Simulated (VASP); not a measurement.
# MoSe (Pm-3m) in VASP: single point with PBEsol+U

Aim: the single point of MoSe with PBEsol+U.

Everything below comes from runs of VASP 6.6.1. Logs are shortened: lines on timing, memory, paths and dates and some standing lists are left out, and cuts for length are marked.

## (1) The cell of the first run

It takes space group Pm-3m (No. 221, cubic). The conventional cell has a = 3.107 Å, b = 3.107 Å, c = 3.107 Å, α = 90.00°, β = 90.00°, γ = 90.00°. Within 3.5 Å of Mo (site symmetry m-3m) lie 8 Se at 2.69 Å and 6 Mo at 3.11 Å. Se (site symmetry m-3m) has 8 Mo at 2.69 Å and 6 Se at 3.11 Å within 3.5 Å.

## (2) Single point, PBEsol+U, collinear spin, ferromagnetic start

File INCAR:

```
ALGO = Normal ; EDIFF = 1E-6
ENCUT = 520 ; GGA = PS
ISIF = 2 ; ISMEAR = 0
ISPIN = 2 ; LASPH = T
LCHARG = F ; LDAU = T
LDAUJ = 0 0 ; LDAUL = 2 -1
LDAUPRINT = 1 ; LDAUTYPE = 2
LDAUU = 3 0 ; LMAXMIX = 4
LORBIT = 11 ; LREAL = F
LWAVE = F ; MAGMOM = 3.5 0
NBANDS = 21 ; NELM = 150
PREC = Accurate ; SIGMA = 0.05
```

File KPOINTS:

```
k-points
0
Gamma
  14 14 14
```

File POSCAR:

```
MoSe
1.0
    3.1072324860      0.0000000000      0.0000000000
    0.0000000000      3.1072324860      0.0000000000
    0.0000000000      0.0000000000      3.1072324860
Mo Se
1 1
Direct
    0.0000000000      0.0000000000      0.0000000000
    0.5000000000      0.5000000000      0.5000000000
```

Potentials or basis: VASP PAW PBE potentials, release 64 (Mo_sv, Se).

Started as:

```bash
$ cat potpaw_PBE.64/Mo_sv/POTCAR potpaw_PBE.64/Se/POTCAR > POTCAR
$ mpirun -np 1 vasp_std > vasp.out
```

OUTCAR:

```text
EDIFF = 1E-6
   ENCUT = 520
   GGA = PS
   ISIF = 2
   ISMEAR = 0
   ISPIN = 2
   LASPH = T
   LORBIT = 11
   LREAL = F
   NELM = 150
   PREC = Accurate

 ion  position               nearest neighbor table
   1  0.000  0.000  0.000-   2 2.69   2 2.69   2 2.69   2 2.69   2 2.69   2 2.69   2 2.69   2 2.69

   2  0.500  0.500  0.500-   1 2.69   1 2.69   1 2.69   1 2.69   1 2.69   1 2.69   1 2.69   1 2.69

  LATTYP: Found a simple cubic cell.
 ALAT       =     3.1072324860

  Lattice vectors:

 A1 = (   3.1072324860,   0.0000000000,   0.0000000000)
 A2 = (   0.0000000000,   3.1072324860,   0.0000000000)
 A3 = (   0.0000000000,   0.0000000000,   3.1072324860)

Analysis of symmetry for initial positions (statically):
=====================================================================
 Subroutine PRICEL returns:
 Original cell was already a primitive cell.

 Routine SETGRP: Setting up the symmetry group for a
 simple cubic supercell.

 Subroutine GETGRP returns: Found 48 space group operations
 (whereof 48 operations were pure point group operations)
 out of a pool of 48 trial point group operations.

The static configuration has the point symmetry O_h .

Analysis of symmetry for dynamics (positions and initial velocities):
=====================================================================
 Subroutine PRICEL returns:
 Original cell was already a primitive cell.

 Routine SETGRP: Setting up the symmetry group for a
 simple cubic supercell.

 Subroutine GETGRP returns: Found 48 space group operations
 (whereof 48 operations were pure point group operations)
 out of a pool of 48 trial point group operations.

The dynamic configuration has the point symmetry O_h .

Analysis of structural, dynamic, and magnetic symmetry:
=====================================================================
 Subroutine PRICEL returns:
 Original cell was already a primitive cell.

 Routine SETGRP: Setting up the symmetry group for a
 simple cubic supercell.

 Subroutine GETGRP returns: Found 48 space group operations
 (whereof 48 operations were pure point group operations)
 out of a pool of 48 trial point group operations.

The overall configuration has the point symmetry O_h .

 Subroutine INISYM returns: Found 48 space group operations
 (whereof 48 operations are pure point group operations),
 and found     1 'primitive' translations

----------------------------------------------------------------------------------------

                                     Primitive cell

  volume of cell :      30.0000

  direct lattice vectors                    reciprocal lattice vectors
     3.107232486  0.000000000  0.000000000     0.321829797  0.000000000  0.000000000
     0.000000000  3.107232486  0.000000000     0.000000000  0.321829797  0.000000000
     0.000000000  0.000000000  3.107232486     0.000000000  0.000000000  0.321829797

  length of vectors
     3.107232486  3.107232486  3.107232486     0.321829797  0.321829797  0.321829797

  position of ions in fractional coordinates (direct lattice)
     0.000000000  0.000000000  0.000000000
     0.500000000  0.500000000  0.500000000

  ion indices of the primitive-cell ions
   primitive index   ion index
                 1           1
                 2           2

----------------------------------------------------------------------------------------

 KPOINTS: k-points

Automatic generation of k-mesh.
 Grid dimensions read from file:
[... 58 lines left out ...]
   ICHARG =      2    charge: 1-file 2-atom 10-const
   ISPIN  =      2    spin polarized calculation?
   LNONCOLLINEAR =      F non collinear calculations
   LSORBIT =      F    spin-orbit coupling
   LASPH  =      T    aspherical Exc in radial PAW
   ENCUT  =  520.0 eV  38.22 Ry    6.18 a.u.   5.78  5.78  5.78*2*pi/ulx,y,z
   NELM   =    150;   NELMIN=  2; NELMDL= -5     # of ELM steps
   EDIFF  = 0.1E-05   stopping-criterion for ELM
   LREAL  =      F    real-space projection
   EDIFFG = 0.1E-04   stopping-criterion for IOM
   NSW    =      0    number of steps for IOM
   IBRION =     -1    ionic relax: 0-MD 1-quasi-New 2-CG
   NFREE  =      0    steps in history (QN), initial steepest desc. (CG)
   ISIF   =      2    stress and relaxation
   ISYM   =      2    0-nonsym 1-usesym 2-fastsym
   POTIM  = 0.5000    time-step for ionic-motion
   TEBEG  =    0.0;   TEEND  =   0.0 temperature during run
   PSTRESS=    0.0 pullay stress
   NELECT =      20.0000    total number of electrons
   NUPDOWN=      -1.0000    fix difference up-down
   EMIN   =  10.00;   EMAX   =-10.00  energy-range for DOS
   EFERMI =   0.00;   METHOD = LEGACY
   ISMEAR =     0;   SIGMA  =   0.05  broadening in eV -4-tet -1-fermi 0-gaus
   EFERMI_NEDOS =   21; number of points for ismear=-14 and -15
   IALGO  =     38    algorithm
   IMIX   =      4    mixing-type and parameters
     AMIX     =   0.40;   BMIX     =  1.00
     AMIX_MAG =   1.60;   BMIX_MAG =  1.00
  volume/ion in A,a.u.               =      15.00       101.22
  Fermi-wavevector in a.u.,A,eV,Ry     =   1.430137  2.702568 27.827898  2.045293
  Thomas-Fermi vector in A             =   2.550015
   LORBIT       =     11    0 simple, 1 ext, 2 COOP (PROOUT), +10 PAW based schemes
 LDA+U is selected, type is set to LDAUTYPE =  2
   angular momentum for each species LDAUL =     2   -1
   U (eV)           for each species LDAUU =   3.0  0.0
   J (eV)           for each species LDAUJ =   0.0  0.0
   GGA     = PS    functional components
   LHFCALC =     F    Hartree Fock is set to
   AEXX    =    0.0000 exact exchange contribution
   IVDW    =     0    specifies the selected vdW correction
   LEPSILON=     F    determine dielectric tensor
   LRPA    =     F    only Hartree local field effects (RPA)
 spin polarized calculation
 Gauss-broadening in eV      SIGMA  =   0.05
  energy-cutoff  :      520.00
  volume of cell :       30.00
 maximum number of plane-waves:       840
 NGX is ok and might be reduce to    24
   NGX = 11   NGY = 11   NGZ = 11

atom =   1  type =  1  l = 2

 onsite density matrix

spin component  1

  0.5496 -0.0000 -0.0000 -0.0000  0.0000
 -0.0000  0.5496  0.0000  0.0000  0.0000
 -0.0000  0.0000  0.4519 -0.0000 -0.0000
 -0.0000  0.0000 -0.0000  0.5496 -0.0000
  0.0000  0.0000 -0.0000 -0.0000  0.4519

spin component  2

  0.2280 -0.0000 -0.0000  0.0000 -0.0000
 -0.0000  0.2280  0.0000  0.0000  0.0000
 -0.0000  0.0000  0.4234 -0.0000 -0.0000
  0.0000  0.0000 -0.0000  0.2280 -0.0000
 -0.0000  0.0000 -0.0000 -0.0000  0.4234

 occupancies and eigenvectors

  o =  0.2280  v =  0.0000  0.0000  0.0000  0.0000  0.0000 -0.0000 -1.0000  0.0000 -0.0071  0.0000      0.0000  0.0000  0.0000  0.0000  0.0000  0.0000  0.0000  0.0000  0.0000  0.0000
  o =  0.2280  v =  0.0000  0.0000  0.0000  0.0000  0.0000 -0.0000 -0.0071  0.0000  1.0000  0.0000      0.0000  0.0000  0.0000  0.0000  0.0000  0.0000  0.0000  0.0000  0.0000  0.0000
  o =  0.2280  v =  0.0000  0.0000  0.0000  0.0000  0.0000  1.0000 -0.0000  0.0000  0.0000  0.0000      0.0000  0.0000  0.0000  0.0000  0.0000  0.0000  0.0000  0.0000  0.0000  0.0000
  o =  0.4234  v =  0.0000  0.0000  0.0000  0.0000  0.0000 -0.0000  0.0000  0.0003 -0.0000  1.0000      0.0000  0.0000  0.0000  0.0000  0.0000  0.0000  0.0000  0.0000  0.0000  0.0000
  o =  0.4234  v =  0.0000  0.0000  0.0000  0.0000  0.0000  0.0000 -0.0000 -1.0000  0.0000  0.0003      0.0000  0.0000  0.0000  0.0000  0.0000  0.0000  0.0000  0.0000  0.0000  0.0000
  o =  0.4519  v =  0.0000 -0.0000  0.0019  0.0000  1.0000  0.0000  0.0000  0.0000  0.0000  0.0000      0.0000  0.0000  0.0000  0.0000  0.0000  0.0000  0.0000  0.0000  0.0000  0.0000
  o =  0.4519  v =  0.0000  0.0000 -1.0000 -0.0000  0.0019  0.0000  0.0000  0.0000  0.0000  0.0000      0.0000  0.0000  0.0000  0.0000  0.0000  0.0000  0.0000  0.0000  0.0000  0.0000
  o =  0.5496  v =  0.0000 -0.9985 -0.0000 -0.0555 -0.0000  0.0000  0.0000  0.0000  0.0000  0.0000      0.0000  0.0000  0.0000  0.0000  0.0000  0.0000  0.0000  0.0000  0.0000  0.0000
  o =  0.5496  v =  0.0000  0.0555  0.0000 -0.9985  0.0000  0.0000  0.0000  0.0000  0.0000  0.0000      0.0000  0.0000  0.0000  0.0000  0.0000  0.0000  0.0000  0.0000  0.0000  0.0000
  o =  0.5496  v =  1.0000  0.0000  0.0000  0.0000  0.0000  0.0000  0.0000  0.0000  0.0000  0.0000      0.0000  0.0000  0.0000  0.0000  0.0000  0.0000  0.0000  0.0000  0.0000  0.0000

 number of electron      19.9999997 magnetization       1.0685216

 Free energy of the ion-electron system (eV)
  ---------------------------------------------------
  ext. energy  EPLUGINS =         0.00000000
  ---------------------------------------------------
  free energy    TOTEN  =       -12.03338766 eV

  energy without entropy =      -12.03001178  energy(sigma->0) =      -12.03169972

 E-fermi :  11.9265     XC(G=0): -12.9248

 val. band max:       11.9170988493   @ k =   0.0714   0.0714   0.0714
 cond. band min:      11.9292857078   @ k =   0.5000   0.3571   0.0000
 fundamental gap:      0.0121868585
 Fermi energy:        11.9265385746

 spin component 1

 k-point     1 :       0.0000    0.0000    0.0000
  band No.  band energies     occupation
      1     -49.7607      1.00000
      2     -23.8116      1.00000
      3     -23.8116      1.00000
      4     -23.8116      1.00000
      5      -5.1589      1.00000
      6       7.7044      1.00000
[... 1145 lines left out ...]
     20      27.9622      0.00000
     21      31.0544      0.00000

 [... further k-points ...]
[... 5 lines left out ...]
  --------------------------------------------------------------------------------------
  -------------------------------------------------------------------------------------
  Total        1.4688370      1.4688370      1.4688370      0.0000000      0.0000000      0.0000000
  in kB       78.4445812     78.4445812     78.4445812      0.0000000      0.0000000      0.0000000
  external PRESSURE =      78.4445812 kB  Pullay stress =       0.0000000 kB

 VOLUME and BASIS-vectors are now :
 -----------------------------------------------------------------------------
  energy-cutoff  :      520.00
  volume of cell :       30.00
      direct lattice vectors                 reciprocal lattice vectors
     3.107232486  0.000000000  0.000000000     0.321829797  0.000000000  0.000000000
     0.000000000  3.107232486  0.000000000     0.000000000  0.321829797  0.000000000
     0.000000000  0.000000000  3.107232486     0.000000000  0.000000000  0.321829797

 POSITION                                       TOTAL-FORCE (eV/Angst)
 -----------------------------------------------------------------------------------
      0.00000      0.00000      0.00000         0.000000      0.000000      0.000000
      1.55362      1.55362      1.55362         0.000000      0.000000      0.000000
 -----------------------------------------------------------------------------------
    total drift:                                0.000000      0.000000      0.000000

  FREE ENERGIE OF THE ION-ELECTRON SYSTEM (eV)
  ---------------------------------------------------
  free  energy   TOTEN  =       -12.0333876639 eV

  energy  without entropy=      -12.0300117836  energy(sigma->0) =      -12.03169972

 total charge

# of ion       s       p       d       tot
------------------------------------------
    1        2.249   6.142   4.030  12.421
    2        1.460   2.322   0.152   3.934
--------------------------------------------------
tot          3.708   8.464   4.182  16.355

 magnetization (x)

# of ion       s       p       d       tot
------------------------------------------
    1        0.010   0.019   1.002   1.030
    2        0.014  -0.113   0.029  -0.070
--------------------------------------------------
tot          0.024  -0.094   1.030   0.960
```

It took 12 min on 1 thread of AMD EPYC 7R13, shared host; peak memory 0.21 GiB.

Results:

```
Free energy                                           : -12.0334 eV
Pressure                                              : 7.8 GPa
Net moment                                            : 1.07 μB per cell
Site moments                                          : Mo +1.03; Se -0.07 μB
Valence electrons inside the program's atomic spheres : Mo 12.42; Se 3.93
```

Levels at points of the mesh, in eV from the Fermi level:
Spin up:
```csv
k point,band 9,band 10,band 11,band 12,band 13,band 14
"(0.00, 0.00, 0.00)",-2.08,-2.08,-0.27,-0.27,-0.27,3.33
"(0.50, 0.00, 0.00)",-3.26,0.03,1.64,3.98,3.98,4.86
"(0.50, 0.50, 0.00)",-1.91,-1.91,-0.46,-0.33,1.91,4.62
"(0.50, 0.50, 0.50)",2.03,2.03,2.53,2.53,2.53,4.23
```
Spin down:
```
           k point  band 6  band 7  band 8  band 9  band 10  band 11  band 12  band 13  band 14  band 15
(0.00, 0.00, 0.00)   -3.78   -3.78   -2.05   -2.05    -2.05     1.54     1.54     1.54     3.61     9.40
(0.50, 0.00, 0.00)   -9.22   -3.59   -3.59   -2.76     1.90     2.18     4.94     4.94     4.95     5.91
(0.50, 0.50, 0.00)   -6.60   -6.60   -3.37   -0.48    -0.31    -0.31     1.04     2.52     5.16    10.43
(0.50, 0.50, 0.50)   -7.78   -7.78   -7.78    2.65     2.65     2.79     2.79     2.79     5.53     5.53
```

Eigenvalues of the final occupation matrices:
```csv
site,spin,trace,eigenvalues
site 1 d,1,2.55,0.45 0.45 0.55 0.55 0.55
site 1 d,2,1.53,0.23 0.23 0.23 0.42 0.42
```

Caveat: the PAW data sets were made with another functional, which shifts forces and pressure a little. The state reached can hang on the start; a lower one may exist.
